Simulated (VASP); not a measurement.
# HfN (P6/mmm) in VASP: density of states with PBE

Aim: the density of states of HfN with PBE.

Everything below comes from runs of VASP 6.6.1. Logs are shortened: lines on timing, memory, paths and dates and some standing lists are left out, and cuts for length are marked.

## Step 1: The cell of the first run

It takes space group P6/mmm (No. 191, hexagonal). The conventional cell has a = 3.433 Å, b = 3.433 Å, c = 3.970 Å, α = 90.00°, β = 90.00°, γ = 120.00°. Within 2.6 Å of Hf (site symmetry 6/mmm) lie 2 N at 1.98 Å. Within 2.6 Å of N (site symmetry 6/mmm) lie 2 Hf at 1.98 Å.

## Step 2: Density of states, PBE

File POSCAR:

```
HfN
1.0
    3.4331058635      0.0000000000      0.0000000000
   -1.7165529318      2.9731568917      0.0000000000
    0.0000000000      0.0000000000      3.9695801696
Hf N
1 1
Direct
    0.0000000000      0.0000000000      0.5000000000
    0.0000000000      0.0000000000      0.0000000000
```

File INCAR.step1:

```
ALGO = Normal
EDIFF = 1E-7
ENCUT = 520
GGA = PE
ISIF = 2
ISMEAR = 0
LASPH = True
LCHARG = True
LMAXMIX = 4
LREAL = False
LWAVE = False
NBANDS = 14
NELM = 80
PREC = Accurate
SIGMA = 0.1
```

File KPOINTS.step1:

```
k-points
0
Gamma
  18 18 14
```

File INCAR.step2:

```
ALGO = Normal
EDIFF = 1E-7
ENCUT = 520
GGA = PE
ICHARG = 11
ISIF = 2
ISMEAR = -5
LASPH = True
LCHARG = False
LMAXMIX = 4
LORBIT = 11
LREAL = False
LWAVE = False
NEDOS = 2001
NELM = 80
PREC = Accurate
SIGMA = 0.1
```

File KPOINTS.step2:

```
k-points
0
Gamma
  27 27 21
```

Potentials or basis: VASP PAW PBE potentials, release 64 (Hf_pv, N).

On the command line:

```sh
cat potpaw_PBE.64/Hf_pv/POTCAR potpaw_PBE.64/N/POTCAR > POTCAR
cp INCAR.step1 INCAR
cp KPOINTS.step1 KPOINTS
mpirun -np 1 vasp_std > vasp.out
cp INCAR.step2 INCAR
cp KPOINTS.step2 KPOINTS
mpirun -np 1 vasp_std > vasp.out
```

OUTCAR:

```text
EDIFF = 1E-7
   ENCUT = 520
   GGA = PE
   ICHARG = 11
   ISIF = 2
   ISMEAR = -5
   LASPH = True
   LORBIT = 11
   LREAL = False
   NELM = 80
   PREC = Accurate

 ion  position               nearest neighbor table
   1  0.000  0.000  0.500-   2 1.98   2 1.98
   2  0.000  0.000  0.000-   1 1.98   1 1.98

  LATTYP: Found a hexagonal cell.
 ALAT       =     3.4331058635
 C/A-ratio  =     1.1562650053

  Lattice vectors:

 A1 = (   3.4331058635,   0.0000000000,   0.0000000000)
 A2 = (  -1.7165529318,   2.9731568917,   0.0000000000)
 A3 = (   0.0000000000,   0.0000000000,   3.9695801696)

Analysis of symmetry for initial positions (statically):
=====================================================================
 Subroutine PRICEL returns:
 Original cell was already a primitive cell.

 Routine SETGRP: Setting up the symmetry group for a
 hexagonal supercell.

 Subroutine GETGRP returns: Found 24 space group operations
 (whereof 24 operations were pure point group operations)
 out of a pool of 24 trial point group operations.

The static configuration has the point symmetry D_6h.

Analysis of symmetry for dynamics (positions and initial velocities):
=====================================================================
 Subroutine PRICEL returns:
 Original cell was already a primitive cell.

 Routine SETGRP: Setting up the symmetry group for a
 hexagonal supercell.

 Subroutine GETGRP returns: Found 24 space group operations
 (whereof 24 operations were pure point group operations)
 out of a pool of 24 trial point group operations.

The dynamic configuration has the point symmetry D_6h.

 Subroutine INISYM returns: Found 24 space group operations
 (whereof 24 operations are pure point group operations),
 and found     1 'primitive' translations

----------------------------------------------------------------------------------------

                                     Primitive cell

  volume of cell :      40.5181

  direct lattice vectors                    reciprocal lattice vectors
     3.433105863  0.000000000  0.000000000     0.291281434  0.168171415  0.000000000
    -1.716552932  2.973156892  0.000000000     0.000000000  0.336342829  0.000000000
     0.000000000  0.000000000  3.969580170     0.000000000  0.000000000  0.251915809

  length of vectors
     3.433105863  3.433105864  3.969580170     0.336342829  0.336342829  0.251915809

  position of ions in fractional coordinates (direct lattice)
     0.000000000  0.000000000  0.500000000
     0.000000000  0.000000000  0.000000000

  ion indices of the primitive-cell ions
   primitive index   ion index
                 1           1
                 2           2

----------------------------------------------------------------------------------------

 KPOINTS: k-points

Automatic generation of k-mesh.
 Grid dimensions read from file:
 generate k-points for:   27   27   21

 Generating k-lattice:

  Cartesian coordinates                     Fractional coordinates (reciprocal lattice)
     0.010788201  0.006228571  0.000000000     0.037037037 -0.000000000  0.000000000
     0.000000000  0.012457142  0.000000000     0.000000000  0.037037037  0.000000000
     0.000000000  0.000000000  0.011995991     0.000000000  0.000000000  0.047619048

  Length of vectors
     0.012457142  0.012457142  0.011995991

  Shift w.r.t. Gamma in fractional coordinates (k-lattice)
     0.000000000  0.000000000  0.000000000

 TETIRR: Found  15156 inequivalent tetrahedra from    91854

 Subroutine IBZKPT returns following result:
 ===========================================

 Found    825 irreducible k-points:

 Following reciprocal coordinates:
            Coordinates               Weight
  0.000000  0.000000  0.000000      1.000000
  0.037037  0.000000  0.000000      6.000000
  0.074074  0.000000  0.000000      6.000000
  0.111111  0.000000  0.000000      6.000000
  0.148148 -0.000000  0.000000      6.000000
  0.185185 -0.000000  0.000000      6.000000
[... 16 lines left out ...]
  0.333333  0.037037  0.000000     12.000000
  0.370370  0.037037  0.000000     12.000000
 [... further k-points ...]
   k-points           NKPTS =    825   k-points in BZ     NKDIM =    825   number of bands    NBANDS=     11
   number of dos      NEDOS =   2001   number of ions     NIONS =      2
   total plane-waves  NPLWV =  23520
   dimension x,y,z NGX =    28 NGY =   28 NGZ =   30
   dimension x,y,z NGXF=    56 NGYF=   56 NGZF=   60
   ions per type =               1   1
   NGX,Y,Z   is equivalent  to a cutoff of  13.56, 13.56, 12.56 a.u.
   NGXF,Y,Z  is equivalent  to a cutoff of  27.12, 27.12, 25.13 a.u.
 SYSTEM =  unknown system
   PREC   = accura    normal or accurate (medium, high low for compatibility)
   ISTART =      0    job   : 0-new  1-cont  2-samecut
   ICHARG =     11    charge: 1-file 2-atom 10-const
   ISPIN  =      1    spin polarized calculation?
   LNONCOLLINEAR =      F non collinear calculations
   LSORBIT =      F    spin-orbit coupling
   LASPH  =      T    aspherical Exc in radial PAW
   ENCUT  =  520.0 eV  38.22 Ry    6.18 a.u.   6.38  6.38  7.38*2*pi/ulx,y,z
   NELM   =     80;   NELMIN=  2; NELMDL=  0     # of ELM steps
   EDIFF  = 0.1E-06   stopping-criterion for ELM
   LREAL  =      F    real-space projection
   EDIFFG = 0.1E-05   stopping-criterion for IOM
   NSW    =      0    number of steps for IOM
   IBRION =     -1    ionic relax: 0-MD 1-quasi-New 2-CG
   NFREE  =      0    steps in history (QN), initial steepest desc. (CG)
   ISIF   =      2    stress and relaxation
   ISYM   =      2    0-nonsym 1-usesym 2-fastsym
   POTIM  = 0.5000    time-step for ionic-motion
   TEBEG  =    0.0;   TEEND  =   0.0 temperature during run
   PSTRESS=    0.0 pullay stress
   NELECT =      15.0000    total number of electrons
   NUPDOWN=      -1.0000    fix difference up-down
   EMIN   =  10.00;   EMAX   =-10.00  energy-range for DOS
   EFERMI =   0.00;   METHOD = LEGACY
   ISMEAR =    -5;   SIGMA  =   0.10  broadening in eV -4-tet -1-fermi 0-gaus
   EFERMI_NEDOS =   21; number of points for ismear=-14 and -15
   IALGO  =     38    algorithm
   IMIX   =      4    mixing-type and parameters
     AMIX     =   0.40;   BMIX     =  1.00
     AMIX_MAG =   1.60;   BMIX_MAG =  1.00
  volume/ion in A,a.u.               =      20.26       136.71
  Fermi-wavevector in a.u.,A,eV,Ry     =   1.175498  2.221370 18.800483  1.381797
  Thomas-Fermi vector in A             =   2.311878
   LORBIT       =     11    0 simple, 1 ext, 2 COOP (PROOUT), +10 PAW based schemes
   GGA     = PE    functional components
   LHFCALC =     F    Hartree Fock is set to
   AEXX    =    0.0000 exact exchange contribution
   IVDW    =     0    specifies the selected vdW correction
   LEPSILON=     F    determine dielectric tensor
   LRPA    =     F    only Hartree local field effects (RPA)
 non-spin polarized calculation
 Fermi weights with tetrahedron method with Bloechl corrections
  energy-cutoff  :      520.00
  volume of cell :       40.52
 maximum number of plane-waves:      1119
 NGX is ok and might be reduce to    28

 number of electron      15.0000000 magnetization

 Free energy of the ion-electron system (eV)
  ---------------------------------------------------
  ext. energy  EPLUGINS =         0.00000000
  ---------------------------------------------------
  free energy    TOTEN  =       -17.08506443 eV

  energy without entropy =      -17.08506443  energy(sigma->0) =      -17.08506443

 E-fermi :   1.6965     XC(G=0):  -9.7283

 val. band max:        1.7173421862   @ k =   0.0370   0.0370   0.0000
 cond. band min:       1.6840089560   @ k =   0.1111   0.1111   0.0952
 fundamental gap:     -0.0333332301
 Fermi energy:         1.6964760151

 k-point     1 :       0.0000    0.0000    0.0000
  band No.  band energies     occupation
      1     -28.5688      2.00000
      2     -28.5688      2.00000
      3     -28.3929      2.00000
      4     -11.6106      2.00000
      5      -1.6851      2.00000
      6       1.7081      1.28429
      7       2.1216      0.00000
      8       2.1216      0.00000
      9       3.6129      0.00000
     10       3.6129      0.00000
     11       6.0100      0.00000

 k-point     2 :       0.0370    0.0000    0.0000
  band No.  band energies     occupation
      1     -28.5725      2.00000
      2     -28.5697      2.00000
      3     -28.3924      2.00000
      4     -11.6049      2.00000
      5      -1.6584      2.00000
      6       1.7112      1.19523
      7       2.1036      0.00000
      8       2.1130      0.00000
      9       3.5805      0.00000
     10       3.6466      0.00000
     11       5.9569      0.00000

 k-point     3 :       0.0741    0.0000    0.0000
  band No.  band energies     occupation
      1     -28.5833      2.00000
      2     -28.5723      2.00000
      3     -28.3911      2.00000
      4     -11.5883      2.00000
      5      -1.5802      2.00000
      6       1.7204      0.95506
      7       2.0508      0.00000
      8       2.0886      0.00000
      9       3.4911      0.00000
     10       3.7460      0.00000
     11       5.7895      0.00000
[... 267 lines left out ...]
 k-point    23 :       0.3333    0.0370    0.0000
  band No.  band energies     occupation
      1     -28.7812      2.00000
      2     -28.6225      2.00000
      3     -28.3659      2.00000
      4     -11.2649      2.00000
      5      -0.5308      2.00000
      6       0.9399      2.00000
      7       1.7673     -0.05377
      8       1.9857      0.00000
      9       3.7889      0.00000
     10       3.9564      0.00000
     11       5.5285      0.00000

 k-point    24 :       0.3704    0.0370    0.0000
  band No.  band energies     occupation
      1     -28.8029      2.00000
      2     -28.6281      2.00000
      3     -28.3630      2.00000
      4     -11.2273      2.00000
      5      -0.4963      2.00000
      6       0.7965      2.00000
      7       1.7383     -0.10288
      8       2.0379      0.00000
      9       3.6028      0.00000
     10       4.4579      0.00000
     11       5.4819      0.00000

 [... further k-points ...]

------------------------ aborting loop because EDIFF is reached ----------------------------------------

  FORCE on cell =-STRESS in cart. coord.  units (eV):
  Direction    XX          YY          ZZ          XY          YZ          ZX
  --------------------------------------------------------------------------------------
  -------------------------------------------------------------------------------------
  Total        0.2954357      0.2954357      0.2105201     -0.0000000      0.0000000     -0.0000000
  in kB       11.6821815     11.6821815      8.3244296     -0.0000000      0.0000000     -0.0000000
  external PRESSURE =      10.5629309 kB  Pullay stress =       0.0000000 kB

 VOLUME and BASIS-vectors are now :
 -----------------------------------------------------------------------------
  energy-cutoff  :      520.00
  volume of cell :       40.52
      direct lattice vectors                 reciprocal lattice vectors
     3.433105863  0.000000000  0.000000000     0.291281434  0.168171415  0.000000000
    -1.716552932  2.973156892  0.000000000     0.000000000  0.336342829  0.000000000
     0.000000000  0.000000000  3.969580170     0.000000000  0.000000000  0.251915809

 POSITION                                       TOTAL-FORCE (eV/Angst)
 -----------------------------------------------------------------------------------
      0.00000      0.00000      1.98479         0.000000      0.000000      0.000000
      0.00000      0.00000      0.00000         0.000000      0.000000      0.000000
 -----------------------------------------------------------------------------------
    total drift:                               -0.000000      0.000000      0.000000

  FREE ENERGIE OF THE ION-ELECTRON SYSTEM (eV)
  ---------------------------------------------------
  free  energy   TOTEN  =       -17.0850644275 eV

  energy  without entropy=      -17.0850644275  energy(sigma->0) =      -17.08506443

 total charge

# of ion       s       p       d       tot
------------------------------------------
    1        0.402   6.461   1.582   8.445
    2        1.316   2.336   0.000   3.652
--------------------------------------------------
tot          1.718   8.797   1.582  12.097
```

Wall time 2.6 min (1 thread of Intel Xeon 6975P-C (Granite Rapids), shared host); peak memory 0.53 GiB.

Results:

```
Valence electrons inside the program's atomic spheres : Hf 8.45; N 3.65
```

Caveat: spin-orbit coupling is left out, which moves the levels of the heavy elements; tetrahedron occupations give inexact forces and stress in metals.
